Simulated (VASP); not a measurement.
# ZrB2 (P6/mmm) in VASP: notebook

The runs below take ZrB2 through relaxation of cell and atoms, with LDA.

Everything below comes from runs of VASP 6.6.1. Logs are shortened: lines on timing, memory, paths and dates and some standing lists are left out, and cuts for length are marked.

## 1. The cell of the first run

It takes space group P6/mmm (No. 191, hexagonal). Conventional cell: a = 3.136 Å, b = 3.136 Å, c = 3.486 Å, α = 90.00°, β = 90.00°, γ = 120.00°. Within 3.3 Å of Zr (site symmetry 6/mmm) lie 12 B at 2.51 Å and 6 Zr at 3.14 Å. B (site symmetry -6m2) has 3 B at 1.81 Å within 2.4 Å.

## 2. Relaxation of cell and atoms, LDA

Contents of INCAR:

```
  PREC = Accurate
  ENCUT = 600
  EDIFF = 1E-6
  ISMEAR = 0
  SIGMA = 0.1
  LREAL = F
  LASPH = T
  NELM = 80
  ALGO = Normal
  ISIF = 3
  LWAVE = F
  LCHARG = F
  IBRION = 2
  NSW = 100
  EDIFFG = -0.002
```

Contents of KPOINTS:

```
regular mesh
0
Gamma
  15 15 10
```

Contents of POSCAR:

```
ZrB2
1.0
    3.1356928512      0.0000000000      0.0000000000
   -1.5678464256      2.7155896676      0.0000000000
    0.0000000000      0.0000000000      3.4863225682
Zr B
1 2
Direct
    0.0000000000      0.0000000000      0.0000000000
    0.3333333333      0.6666666667      0.5000000000
    0.6666666667      0.3333333333      0.5000000000
```

Potentials or basis: VASP PAW LDA potentials, release 64 (Zr_sv, B).

Run with:

```sh
cat potpaw_LDA.64/Zr_sv/POTCAR potpaw_LDA.64/B/POTCAR > POTCAR
mpirun -np 1 vasp_std > vasp.out
```

OUTCAR:

```text
PREC = Accurate
   ENCUT = 600
   EDIFF = 1E-6
   ISMEAR = 0
   LREAL = F
   LASPH = T
   NELM = 80
   ISIF = 3
   IBRION = 2
   NSW = 100
   EDIFFG = -0.002

 ion  position               nearest neighbor table
   1  0.000  0.000  0.000-   2 2.51   3 2.51   2 2.51   3 2.51   2 2.51   2 2.51   3 2.51   3 2.51
                             3 2.51   3 2.51   2 2.51   2 2.51
   2  0.333  0.667  0.500-   3 1.81   3 1.81   3 1.81   1 2.51   1 2.51   1 2.51   1 2.51   1 2.51
                             1 2.51
   3  0.667  0.333  0.500-   2 1.81   2 1.81   2 1.81   1 2.51   1 2.51   1 2.51   1 2.51   1 2.51
                             1 2.51

  LATTYP: Found a hexagonal cell.
 ALAT       =     3.1356928512
 C/A-ratio  =     1.1118188973

  Lattice vectors:

 A1 = (   3.1356928512,   0.0000000000,   0.0000000000)
 A2 = (  -1.5678464256,   2.7155896676,   0.0000000000)
 A3 = (   0.0000000000,   0.0000000000,   3.4863225682)

Analysis of symmetry for initial positions (statically):
=====================================================================
 Subroutine PRICEL returns:
 Original cell was already a primitive cell.

 Routine SETGRP: Setting up the symmetry group for a
 hexagonal supercell.

 Subroutine GETGRP returns: Found 24 space group operations
 (whereof 24 operations were pure point group operations)
 out of a pool of 24 trial point group operations.

The static configuration has the point symmetry D_6h.

Analysis of symmetry for dynamics (positions and initial velocities):
=====================================================================
 Subroutine PRICEL returns:
 Original cell was already a primitive cell.

 Routine SETGRP: Setting up the symmetry group for a
 hexagonal supercell.

 Subroutine GETGRP returns: Found 24 space group operations
 (whereof 24 operations were pure point group operations)
 out of a pool of 24 trial point group operations.

The dynamic configuration has the point symmetry D_6h.

 Subroutine INISYM returns: Found 24 space group operations
 (whereof 24 operations are pure point group operations),
 and found     1 'primitive' translations

----------------------------------------------------------------------------------------

                                     Primitive cell

  volume of cell :      29.6869

  direct lattice vectors                    reciprocal lattice vectors
     3.135692851  0.000000000  0.000000000     0.318908786  0.184122073  0.000000000
    -1.567846426  2.715589668  0.000000000     0.000000000  0.368244147  0.000000000
     0.000000000  0.000000000  3.486322568     0.000000000  0.000000000  0.286835191

  length of vectors
     3.135692851  3.135692851  3.486322568     0.368244147  0.368244147  0.286835191

  position of ions in fractional coordinates (direct lattice)
     0.000000000  0.000000000  0.000000000
     0.333333333  0.666666667  0.500000000
     0.666666667  0.333333333  0.500000000

  ion indices of the primitive-cell ions
   primitive index   ion index
                 1           1
                 2           2
                 3           3

----------------------------------------------------------------------------------------

 KPOINTS: regular mesh

Automatic generation of k-mesh.
 Grid dimensions read from file:
 generate k-points for:   15   15   10

 Generating k-lattice:

  Cartesian coordinates                     Fractional coordinates (reciprocal lattice)
     0.021260586  0.012274805  0.000000000     0.066666667  0.000000000  0.000000000
     0.000000000  0.024549610  0.000000000     0.000000000  0.066666667  0.000000000
     0.000000000  0.000000000  0.028683519     0.000000000  0.000000000  0.100000000

  Length of vectors
     0.024549610  0.024549610  0.028683519

  Shift w.r.t. Gamma in fractional coordinates (k-lattice)
     0.000000000  0.000000000  0.000000000

 Subroutine IBZKPT returns following result:
 ===========================================

 Found    162 irreducible k-points:

 Following reciprocal coordinates:
            Coordinates               Weight
  0.000000  0.000000  0.000000      1.000000
  0.066667  0.000000  0.000000      6.000000
  0.133333  0.000000  0.000000      6.000000
  0.200000  0.000000  0.000000      6.000000
  0.266667  0.000000  0.000000      6.000000
  0.333333  0.000000  0.000000      6.000000
[... 16 lines left out ...]
  0.333333  0.200000  0.000000     12.000000
  0.400000  0.200000  0.000000      6.000000
 [... further k-points ...]
   k-points           NKPTS =    162   k-points in BZ     NKDIM =    162   number of bands    NBANDS=     13
   number of dos      NEDOS =    301   number of ions     NIONS =      3
   total plane-waves  NPLWV =  21952
   dimension x,y,z NGX =    28 NGY =   28 NGZ =   28
   dimension x,y,z NGXF=    56 NGYF=   56 NGZF=   56
   ions per type =               1   2
   NGX,Y,Z   is equivalent  to a cutoff of  14.84, 14.84, 13.35 a.u.
   NGXF,Y,Z  is equivalent  to a cutoff of  29.69, 29.69, 26.70 a.u.
 SYSTEM =  unknown system
   PREC   = accura    normal or accurate (medium, high low for compatibility)
   ISTART =      0    job   : 0-new  1-cont  2-samecut
   ICHARG =      2    charge: 1-file 2-atom 10-const
   ISPIN  =      1    spin polarized calculation?
   LNONCOLLINEAR =      F non collinear calculations
   LSORBIT =      F    spin-orbit coupling
   LASPH  =      T    aspherical Exc in radial PAW
   ENCUT  =  600.0 eV  44.10 Ry    6.64 a.u.   6.26  6.26  6.96*2*pi/ulx,y,z
   NELM   =     80;   NELMIN=  2; NELMDL= -5     # of ELM steps
   EDIFF  = 0.1E-05   stopping-criterion for ELM
   LREAL  =      F    real-space projection
   EDIFFG = -.2E-02   stopping-criterion for IOM
   NSW    =    100    number of steps for IOM
   IBRION =      2    ionic relax: 0-MD 1-quasi-New 2-CG
   NFREE  =      1    steps in history (QN), initial steepest desc. (CG)
   ISIF   =      3    stress and relaxation
   ISYM   =      2    0-nonsym 1-usesym 2-fastsym
   POTIM  = 0.5000    time-step for ionic-motion
   TEBEG  =    0.0;   TEEND  =   0.0 temperature during run
   PSTRESS=    0.0 pullay stress
   NELECT =      18.0000    total number of electrons
   NUPDOWN=      -1.0000    fix difference up-down
   EMIN   =  10.00;   EMAX   =-10.00  energy-range for DOS
   EFERMI =   0.00;   METHOD = LEGACY
   ISMEAR =     0;   SIGMA  =   0.10  broadening in eV -4-tet -1-fermi 0-gaus
   EFERMI_NEDOS =   21; number of points for ismear=-14 and -15
   IALGO  =     38    algorithm
   IMIX   =      4    mixing-type and parameters
     AMIX     =   0.40;   BMIX     =  1.00
     AMIX_MAG =   1.60;   BMIX_MAG =  1.00
  volume/ion in A,a.u.               =       9.90        66.78
  Fermi-wavevector in a.u.,A,eV,Ry     =   1.385619  2.618441 26.122381  1.919941
  Thomas-Fermi vector in A             =   2.510012
   LORBIT       =      0    0 simple, 1 ext, 2 COOP (PROOUT), +10 PAW based schemes
   GGA     = CA    functional components
   LHFCALC =     F    Hartree Fock is set to
   AEXX    =    0.0000 exact exchange contribution
   IVDW    =     0    specifies the selected vdW correction
   LEPSILON=     F    determine dielectric tensor
   LRPA    =     F    only Hartree local field effects (RPA)
 conjugate gradient relaxation of ions
 non-spin polarized calculation
 Gauss-broadening in eV      SIGMA  =   0.10
  energy-cutoff  :      600.00
  volume of cell :       29.69
 maximum number of plane-waves:      1010
 NGX is ok and might be reduce to    28
   NGX = 13   NGY = 13   NGZ = 13

--------------------------------------- Ionic step        1  -------------------------------------------

 number of electron      18.0000000 magnetization

 Free energy of the ion-electron system (eV)
  ---------------------------------------------------
  ext. energy  EPLUGINS =         0.00000000
  ---------------------------------------------------
  free energy    TOTEN  =       -27.48577336 eV

  energy without entropy =      -27.48504180  energy(sigma->0) =      -27.48540758

------------------------ aborting loop because EDIFF is reached ----------------------------------------

  FORCE on cell =-STRESS in cart. coord.  units (eV):
  Direction    XX          YY          ZZ          XY          YZ          ZX
  --------------------------------------------------------------------------------------
  -------------------------------------------------------------------------------------
  Total        0.0076408      0.0076408      0.0754213      0.0000000     -0.0000000      0.0000000
  in kB        0.4123692      0.4123692      4.0704205      0.0000000     -0.0000000      0.0000000
  external PRESSURE =       1.6317196 kB  Pullay stress =       0.0000000 kB

 VOLUME and BASIS-vectors are now :
 -----------------------------------------------------------------------------
  energy-cutoff  :      600.00
  volume of cell :       29.69
      direct lattice vectors                 reciprocal lattice vectors
     3.135692851  0.000000000  0.000000000     0.318908786  0.184122073  0.000000000
    -1.567846426  2.715589668  0.000000000     0.000000000  0.368244147  0.000000000
     0.000000000  0.000000000  3.486322568     0.000000000  0.000000000  0.286835191
[... 223 lines left out ...]
 POSITION                                       TOTAL-FORCE (eV/Angst)
 -----------------------------------------------------------------------------------
      0.00000     -0.00000      0.00000        -0.000000     -0.000000      0.000000
     -0.00000      1.81053      1.74446        -0.000000      0.000000      0.000000
      1.56796      0.90526      1.74446         0.000000     -0.000000     -0.000000
 -----------------------------------------------------------------------------------
    total drift:                               -0.000000      0.000000      0.000000

  FREE ENERGIE OF THE ION-ELECTRON SYSTEM (eV)
  ---------------------------------------------------
  free  energy   TOTEN  =       -27.4858024648 eV

  energy  without entropy=      -27.4850628585  energy(sigma->0) =      -27.48543266

--------------------------------------- Ionic step        8  -------------------------------------------

 number of electron      18.0000000 magnetization

 Free energy of the ion-electron system (eV)
  ---------------------------------------------------
  ext. energy  EPLUGINS =         0.00000000
  ---------------------------------------------------
  free energy    TOTEN  =       -27.48580630 eV

  energy without entropy =      -27.48506230  energy(sigma->0) =      -27.48543430

 E-fermi :  10.8077     XC(G=0): -12.7477

 val. band max:       10.7298832767   @ k =   0.0667   0.0667   0.5000
 cond. band min:      10.8502689532   @ k =   0.0667   0.0667   0.4000
 fundamental gap:      0.1203856765
 Fermi energy:        10.8077335963

 k-point     1 :       0.0000    0.0000    0.0000
  band No.  band energies     occupation
      1     -37.3834      2.00000
      2     -15.7505      2.00000
      3     -15.1286      2.00000
      4     -15.1286      2.00000
      5      -1.8643      2.00000
      6       8.1497      2.00000
      7       8.1497      2.00000
      8       8.1849      2.00000
      9       8.5866      2.00000
     10      14.3809      0.00000
     11      14.3809      0.00000
     12      15.1820      0.00000
     13      15.1820      0.00000

 k-point     2 :       0.0667    0.0000    0.0000
  band No.  band energies     occupation
      1     -37.3775      2.00000
      2     -15.7419      2.00000
      3     -15.1786      2.00000
      4     -15.1393      2.00000
      5      -1.7721      2.00000
      6       7.8918      2.00000
      7       8.1570      2.00000
      8       8.2755      2.00000
      9       8.4739      2.00000
     10      14.3217      0.00000
     11      14.5396      0.00000
[... 339 lines left out ...]
 k-point    24 :       0.4000    0.2000    0.0000
  band No.  band energies     occupation
      1     -37.2350      2.00000
      2     -16.0682      2.00000
      3     -15.6141      2.00000
      4     -15.5337      2.00000
      5       2.4884      2.00000
      6       2.7531      2.00000
      7       5.2977      2.00000
      8       7.3918      2.00000
      9       9.8288      2.00000
     10      10.5989      1.99686
     11      13.6976      0.00000
     12      15.1448      0.00000
     13      17.4440      0.00000

 [... further k-points ...]
[... 5 lines left out ...]
  --------------------------------------------------------------------------------------
  -------------------------------------------------------------------------------------
  Total        0.0024207      0.0024207      0.0001719      0.0000000     -0.0000000      0.0000000
  in kB        0.1305705      0.1305705      0.0092725      0.0000000     -0.0000000      0.0000000
  external PRESSURE =       0.0901378 kB  Pullay stress =       0.0000000 kB

 VOLUME and BASIS-vectors are now :
 -----------------------------------------------------------------------------
  energy-cutoff  :      600.00
  volume of cell :       29.70
      direct lattice vectors                 reciprocal lattice vectors
     3.135066813  0.000000000  0.000000000     0.318972468  0.184158840 -0.000000000
    -1.567533407  2.715047503 -0.000000000     0.000000000  0.368317681 -0.000000000
     0.000000000  0.000000000  3.489662655     0.000000000  0.000000000  0.286560650

 POSITION                                       TOTAL-FORCE (eV/Angst)
 -----------------------------------------------------------------------------------
      1.56753      2.71505     -0.00000         0.000000     -0.000000     -0.000000
     -0.00000      1.81003      1.74483        -0.000000      0.000000      0.000000
      1.56753      0.90502      1.74483         0.000000     -0.000000     -0.000000
 -----------------------------------------------------------------------------------
    total drift:                               -0.000000      0.000000     -0.000000

  FREE ENERGIE OF THE ION-ELECTRON SYSTEM (eV)
  ---------------------------------------------------
  free  energy   TOTEN  =       -27.4858063036 eV

  energy  without entropy=      -27.4850622978  energy(sigma->0) =      -27.48543430

 reached required accuracy - stopping structural energy minimisation
```

It took 2.4 min on 1 thread of AMD EPYC 7R13 (Zen 3), shared host; peak memory 0.18 GiB.

Results:

* Free energy: -27.4858 eV
* Relaxed volume: 9.90 Å³/atom
* Relaxed cell: a = 3.135 Å, b = 3.135 Å, c = 3.490 Å, α = 90.00°, β = 90.00°, γ = 120.00°
* Space group after relaxing (to 0.1 Å): P6/mmm (No. 191)
* Energy gained by relaxing: 0.0 meV/atom
* Ionic steps: 8
* Pressure after relaxing: 0.0 GPa
* Band gap on the k mesh: zero (bands 9 and 10 overlap by 0.89 eV)

Final structure:
```
Zr B
1.0
     3.13507    0.00000    0.00000
    -1.56753    2.71505    0.00000
     0.00000    0.00000    3.48966
Zr B
1 2
Direct
  0.00000 0.00000 0.00000
  0.33333 0.66667 0.50000
  0.66667 0.33333 0.50000
```

Levels at points of the mesh, in eV from the Fermi level:
| k point | band 7 | band 8 | band 9 | band 10 | band 11 | band 12 |
| --- | --- | --- | --- | --- | --- | --- |
| (0.00, 0.00, 0.00) | -2.66 | -2.62 | -2.22 | 3.57 | 3.57 | 4.37 |
| (0.00, 0.00, 0.50) | -0.93 | -0.93 | 0.36 | 0.36 | 0.83 | 0.83 |

(Part 1 of 2 ends here.)
